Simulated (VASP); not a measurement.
# Cd (R-3m) in VASP: a series of runs

Aim: see how the results for Cd move with the level of theory and the settings. Levels: r2SCAN, PBE+U, BLYP, RPBE, PBE. Tasks: single point.

Everything below comes from runs of VASP 6.6.1. Logs are shortened: lines on timing, memory, paths and dates and some standing lists are left out, and cuts for length are marked.

## (1) The cell of the first run

Symmetry: R-3m, No. 166, trigonal system. Conventional cell: a = 3.216 Å, b = 3.216 Å, c = 7.348 Å, α = 90.00°, β = 90.00°, γ = 120.00°. Cd (site symmetry -3m) has 12 Cd at 3.07 to 3.22 Å within 4.0 Å.

## (2) Single point, r2SCAN

File POSCAR:

```
Cd
1.0
    1.6080291515      0.9283960635      2.4492874100
   -1.6080291515      0.9283960635      2.4492874100
    0.0000000000     -1.8567921270      2.4492874100
Cd
1
Direct
    0.0000000000      0.0000000000      0.0000000000
```

File INCAR.step1:

```
PREC     = Accurate       # precision mode
ENCUT    = 550            # plane-wave cutoff, eV
ISMEAR   = 0              # smearing method
SIGMA    = 0.06802846561497 # smearing width, eV
LREAL    = False          # projectors in reciprocal space
LASPH    = True           # aspherical terms in the spheres
NELM     = 120            # most SCF steps
NBANDS   = 12             # bands
GGA      = PE             # functional
ALGO     = Normal         # electronic algorithm
EDIFF    = 1E-5           # SCF threshold, eV
LWAVE    = True           # write WAVECAR
LCHARG   = False          # write CHGCAR
GGA_COMPAT= False
```

File INCAR.step2:

```
PREC     = Accurate       # precision mode
ENCUT    = 550            # plane-wave cutoff, eV
EDIFF    = 1E-6           # SCF threshold, eV
ISMEAR   = 0              # smearing method
SIGMA    = 0.06802846561497 # smearing width, eV
LREAL    = False          # projectors in reciprocal space
LASPH    = True           # aspherical terms in the spheres
NELM     = 120            # most SCF steps
ALGO     = Normal         # electronic algorithm
ISIF     = 2              # what is computed and relaxed
LWAVE    = False          # write WAVECAR
LCHARG   = False          # write CHGCAR
METAGGA  = R2SCAN         # meta-GGA
LMIXTAU  = True         
NBANDS   = 12             # bands
ISTART   = 1            
GGA_COMPAT= False
```

File KPOINTS:

```
regular mesh
0
Gamma
  3 3 3
```

Potentials or basis: VASP PAW PBE potentials, release 64 (Cd).

Started as:

```
> cat potpaw_PBE.64/Cd/POTCAR > POTCAR
> cp INCAR.step1 INCAR
> mpirun -np 1 vasp_std > vasp.out
> cp INCAR.step2 INCAR
> mpirun -np 1 vasp_std > vasp.out
```

OUTCAR:

```text
PREC = Accurate
   ENCUT = 550
   EDIFF = 1E-6
   ISMEAR = 0
   LREAL = False
   LASPH = True
   NELM = 120
   ISIF = 2
   METAGGA = R2SCAN
   ISTART = 1

 ion  position               nearest neighbor table
   1  0.000  0.000  0.000-

  LATTYP: Found a trigonal (rhomboedric) cell.
 ALAT       =     3.0735461310
 COS(alpha) =     0.4525576903

  Lattice vectors:

 A1 = (   1.6080291515,   0.9283960635,   2.4492874100)
 A2 = (  -1.6080291515,   0.9283960635,   2.4492874100)
 A3 = (   0.0000000000,  -1.8567921270,   2.4492874100)

Analysis of symmetry for initial positions (statically):
=====================================================================
 Subroutine PRICEL returns:
 Original cell was already a primitive cell.

 Routine SETGRP: Setting up the symmetry group for a
 trigonal (rhombohedral) supercell.

 Subroutine GETGRP returns: Found 12 space group operations
 (whereof 12 operations were pure point group operations)
 out of a pool of 12 trial point group operations.

The static configuration has the point symmetry D_3d.

Analysis of symmetry for dynamics (positions and initial velocities):
=====================================================================
 Subroutine PRICEL returns:
 Original cell was already a primitive cell.

 Routine SETGRP: Setting up the symmetry group for a
 trigonal (rhombohedral) supercell.

 Subroutine GETGRP returns: Found 12 space group operations
 (whereof 12 operations were pure point group operations)
 out of a pool of 12 trial point group operations.

The dynamic configuration has the point symmetry D_3d.

 Subroutine INISYM returns: Found 12 space group operations
 (whereof 12 operations are pure point group operations),
 and found     1 'primitive' translations

----------------------------------------------------------------------------------------

                                     Primitive cell

  volume of cell :      21.9391

  direct lattice vectors                    reciprocal lattice vectors
     1.608029152  0.928396064  2.449287410     0.310939637  0.179521083  0.136094005
    -1.608029152  0.928396064  2.449287410    -0.310939637  0.179521083  0.136094005
     0.000000000 -1.856792127  2.449287410     0.000000000 -0.359042166  0.136094005

  length of vectors
     3.073546131  3.073546131  3.073546131     0.383969862  0.383969862  0.383969862

  position of ions in fractional coordinates (direct lattice)
     0.000000000  0.000000000  0.000000000

  ion indices of the primitive-cell ions
   primitive index   ion index
                 1           1

----------------------------------------------------------------------------------------

 KPOINTS: regular mesh

Automatic generation of k-mesh.
 Grid dimensions read from file:
 generate k-points for:    3    3    3

 Generating k-lattice:

  Cartesian coordinates                     Fractional coordinates (reciprocal lattice)
     0.103646546  0.059840361  0.045364668     0.333333333  0.000000000 -0.000000000
    -0.103646546  0.059840361  0.045364668     0.000000000  0.333333333 -0.000000000
     0.000000000 -0.119680722  0.045364668    -0.000000000 -0.000000000  0.333333333

  Length of vectors
     0.127989954  0.127989954  0.127989954

  Shift w.r.t. Gamma in fractional coordinates (k-lattice)
     0.000000000  0.000000000  0.000000000

 Subroutine IBZKPT returns following result:
 ===========================================

 Found      6 irreducible k-points:

 Following reciprocal coordinates:
            Coordinates               Weight
  0.000000  0.000000  0.000000      1.000000
  0.333333 -0.000000  0.000000      6.000000
  0.333333  0.333333  0.000000      6.000000
 -0.333333  0.333333  0.000000      6.000000
  0.333333  0.333333  0.333333      2.000000
 -0.333333  0.333333  0.333333      6.000000
   k-points           NKPTS =      6   k-points in BZ     NKDIM =      6   number of bands    NBANDS=     12
   number of dos      NEDOS =    301   number of ions     NIONS =      1
   total plane-waves  NPLWV =  13824
   dimension x,y,z NGX =    24 NGY =   24 NGZ =   24
   dimension x,y,z NGXF=    48 NGYF=   48 NGZF=   48
   ions per type =               1
   NGX,Y,Z   is equivalent  to a cutoff of  12.98, 12.98, 12.98 a.u.
   NGXF,Y,Z  is equivalent  to a cutoff of  25.96, 25.96, 25.96 a.u.
 SYSTEM =  unknown system
   PREC   = accura    normal or accurate (medium, high low for compatibility)
   ISTART =      1    job   : 0-new  1-cont  2-samecut
   ICHARG =      0    charge: 1-file 2-atom 10-const
   ISPIN  =      1    spin polarized calculation?
   LNONCOLLINEAR =      F non collinear calculations
   LSORBIT =      F    spin-orbit coupling
   LASPH  =      T    aspherical Exc in radial PAW
   ENCUT  =  550.0 eV  40.42 Ry    6.36 a.u.   5.88  5.88  5.88*2*pi/ulx,y,z
   NELM   =    120;   NELMIN=  2; NELMDL=  0     # of ELM steps
   EDIFF  = 0.1E-05   stopping-criterion for ELM
   LREAL  =      F    real-space projection
   EDIFFG = 0.1E-04   stopping-criterion for IOM
   NSW    =      0    number of steps for IOM
   IBRION =     -1    ionic relax: 0-MD 1-quasi-New 2-CG
   NFREE  =      0    steps in history (QN), initial steepest desc. (CG)
   ISIF   =      2    stress and relaxation
   ISYM   =      2    0-nonsym 1-usesym 2-fastsym
   POTIM  = 0.5000    time-step for ionic-motion
   TEBEG  =    0.0;   TEEND  =   0.0 temperature during run
   PSTRESS=    0.0 pullay stress
   NELECT =      12.0000    total number of electrons
   NUPDOWN=      -1.0000    fix difference up-down
   EMIN   =  10.00;   EMAX   =-10.00  energy-range for DOS
   EFERMI =   0.00;   METHOD = LEGACY
   ISMEAR =     0;   SIGMA  =   0.07  broadening in eV -4-tet -1-fermi 0-gaus
   EFERMI_NEDOS =   21; number of points for ismear=-14 and -15
   IALGO  =     38    algorithm
   IMIX   =      4    mixing-type and parameters
     AMIX     =   0.40;   BMIX     =  1.00
     AMIX_MAG =   1.60;   BMIX_MAG =  1.00
  volume/ion in A,a.u.               =      21.94       148.05
  Fermi-wavevector in a.u.,A,eV,Ry     =   1.338842  2.530044 24.388398  1.792497
  Thomas-Fermi vector in A             =   2.467280
   LORBIT       =      0    0 simple, 1 ext, 2 COOP (PROOUT), +10 PAW based schemes
   METAGGA = R2SCAN    functional components
   LHFCALC =     F    Hartree Fock is set to
   AEXX    =    0.0000 exact exchange contribution
   IVDW    =     0    specifies the selected vdW correction
   LEPSILON=     F    determine dielectric tensor
   LRPA    =     F    only Hartree local field effects (RPA)
 non-spin polarized calculation
 Gauss-broadening in eV      SIGMA  =   0.07
  energy-cutoff  :      550.00
  volume of cell :       21.94
 maximum number of plane-waves:       655
   NGX = 11   NGY = 11   NGZ = 11

 number of electron      11.9999997 magnetization

 Free energy of the ion-electron system (eV)
  ---------------------------------------------------
  ext. energy  EPLUGINS =         0.00000000
  ---------------------------------------------------
  free energy    TOTEN  =       -19.88167772 eV

  energy without entropy =      -19.88167772  energy(sigma->0) =      -19.88167772

 E-fermi :   2.8517     XC(G=0): -11.6733

 val. band max:        2.5382219478   @ k =  -0.3333   0.3333   0.3333
 cond. band min:       4.5996496302   @ k =  -0.3333   0.3333   0.0000
 fundamental gap:      2.0614276824
 Fermi energy:         2.8517416385

 k-point     1 :       0.0000    0.0000    0.0000
  band No.  band energies     occupation
      1      -6.8885      2.00000
      2      -6.8885      2.00000
      3      -6.6535      2.00000
      4      -6.3134      2.00000
      5      -6.3134      2.00000
      6      -6.2596      2.00000
      7      16.8925      0.00000
      8      17.5574      0.00000
      9      17.5574      0.00000
     10      20.5796      0.00000
     11      21.0302      0.00000
     12      21.0302      0.00000

 k-point     2 :       0.3333   -0.0000    0.0000
  band No.  band energies     occupation
      1      -7.1900      2.00000
      2      -6.8588      2.00000
      3      -6.5921      2.00000
      4      -6.1744      2.00000
      5      -6.0600      2.00000
      6      -3.1373      2.00000
      7       5.8938      0.00000
      8      16.1626      0.00000
      9      16.3772      0.00000
     10      18.1170      0.00000
     11      20.4931      0.00000
     12      21.0018      0.00000

 k-point     3 :       0.3333    0.3333    0.0000
  band No.  band energies     occupation
      1      -7.2992      2.00000
      2      -7.0932      2.00000
      3      -6.1579      2.00000
      4      -6.0939      2.00000
      5      -6.0487      2.00000
      6      -2.0913      2.00000
      7      10.0756      0.00000
      8      10.4719      0.00000
      9      11.9953      0.00000
     10      13.9733      0.00000
     11      15.5767      0.00000
     12      28.8950      0.00000

 k-point     4 :      -0.3333    0.3333    0.0000
  band No.  band energies     occupation
      1      -7.1953      2.00000
      2      -6.7725      2.00000
      3      -6.4962      2.00000
      4      -6.2521      2.00000
      5      -6.0557      2.00000
      6       1.7205      2.00000
      7       4.5996      0.00000
      8       5.7498      0.00000
      9      13.1427      0.00000
     10      15.8423      0.00000
     11      23.3988      0.00000
     12      25.3934      0.00000

 k-point     5 :       0.3333    0.3333    0.3333
  band No.  band energies     occupation
      1      -7.0982      2.00000
      2      -6.7364      2.00000
      3      -6.7364      2.00000
      4      -6.1089      2.00000
      5      -6.1089      2.00000
      6      -2.8019      2.00000
      7       7.4413      0.00000
      8      15.3044      0.00000
      9      15.3044      0.00000
     10      16.3533      0.00000
     11      19.8617      0.00000
     12      19.8617      0.00000

 k-point     6 :      -0.3333    0.3333    0.3333
  band No.  band energies     occupation
      1      -7.0814      2.00000
      2      -6.7143      2.00000
      3      -6.5283      2.00000
      4      -6.3653      2.00000
      5      -6.0760      2.00000
      6       2.5382      2.00000
      7       4.6127      0.00000
      8       6.0411      0.00000
      9      11.7823      0.00000
     10      14.4858      0.00000
     11      25.0489      0.00000
     12      25.2997      0.00000

------------------------ aborting loop because EDIFF is reached ----------------------------------------

  FORCE on cell =-STRESS in cart. coord.  units (eV):
  Direction    XX          YY          ZZ          XY          YZ          ZX
  --------------------------------------------------------------------------------------
  -------------------------------------------------------------------------------------
  Total        0.2278872      0.2278872      0.7715070     -0.0000000      0.0000000      0.0000000
  in kB       16.6422631     16.6422631     56.3419978     -0.0000000      0.0000000      0.0000000
  external PRESSURE =      29.8755080 kB  Pullay stress =       0.0000000 kB

 VOLUME and BASIS-vectors are now :
 -----------------------------------------------------------------------------
  energy-cutoff  :      550.00
  volume of cell :       21.94
      direct lattice vectors                 reciprocal lattice vectors
     1.608029152  0.928396064  2.449287410     0.310939637  0.179521083  0.136094005
    -1.608029152  0.928396064  2.449287410    -0.310939637  0.179521083  0.136094005
     0.000000000 -1.856792127  2.449287410     0.000000000 -0.359042166  0.136094005

 POSITION                                       TOTAL-FORCE (eV/Angst)
 -----------------------------------------------------------------------------------
      0.00000      0.00000      0.00000         0.000000      0.000000      0.000000
 -----------------------------------------------------------------------------------
    total drift:                                0.000000      0.000000      0.000000

  FREE ENERGIE OF THE ION-ELECTRON SYSTEM (eV)
  ---------------------------------------------------
  free  energy   TOTEN  =       -19.8816777180 eV

  energy  without entropy=      -19.8816777180  energy(sigma->0) =      -19.88167772
```

Wall time 9.6 s (1 thread of Intel Xeon 6975P-C (Granite Rapids), shared host); peak memory 0.13 GiB.

The run converged, but its numbers aren't listed here, since they failed a check.

Caveat: the k points lie up to 0.80 Å⁻¹ apart; the mesh shows a gap though the element is a metal; the PAW data sets were made with another functional, which shifts forces and pressure a little.

## (3) Single point, PBE+U

File INCAR:

```
SYSTEM = Cd
PREC = Accurate
ENCUT = 500
EDIFF = 1E-6
ISMEAR = 0
SIGMA = 0.1
LREAL = .FALSE.
LASPH = .TRUE.
NELM = 200
ALGO = Normal
ISIF = 2
LWAVE = .FALSE.
LCHARG = .FALSE.
LDAU = .TRUE.
LDAUTYPE = 1
LDAUL = 2
LDAUU = 8.4
LDAUJ = 0.36
LDAUPRINT = 1
GGA = PE
ISYM = 0
NBANDS = 12
GGA_COMPAT = .FALSE.
```

File KPOINTS:

```
Automatic mesh
0
Gamma
  3 3 3
  0.56 0.62 0.43
```

POSCAR is that of step 2.

Potentials or basis: VASP PAW PBE potentials, release 64 (Cd).

Started as:

```
> cat potpaw_PBE.64/Cd/POTCAR > POTCAR
> mpirun -np 1 vasp_std > vasp.out
```

Wall time 20 s (1 thread of Intel Xeon 6975P-C (Granite Rapids), shared host); peak memory 0.16 GiB.

It converged, with:

```yaml
Free_energy: 0.4179 eV
Pressure: 2.3 GPa
Band_gap_on_the_k_mesh: zero (band 6 reaches 2.67 eV, above the bottom of band 7 at 2.02 eV)
```

Stress tensor (GPa, compression positive):
```
-4.84  0.00  0.00
 0.00 -4.84  0.00
 0.00  0.00 16.63
```

Levels at points of the mesh, in eV from the Fermi level:
| k point | band 3 | band 4 | band 5 | band 6 | band 7 | band 8 | band 9 | band 10 |
| --- | --- | --- | --- | --- | --- | --- | --- | --- |
| (-0.15, -0.13, 0.14) | -12.15 | -11.98 | -11.77 | -6.15 | 7.16 | 10.29 | 11.88 | 13.27 |

Eigenvalues of the final occupation matrices:
| site | spin | trace | eigenvalues |
| --- | --- | --- | --- |
| site 1 d | 1 | 4.99 | 0.99 0.99 1.00 1.00 1.00 |
| site 1 d | 2 | 4.99 | 0.99 0.99 1.00 1.00 1.00 |

Caveat: the k points lie up to 0.80 Å⁻¹ apart; U without spin polarisation on a metal has little footing; the U is typed as a test and isn't derived for this compound.

(Continued in part 2 of 2.)
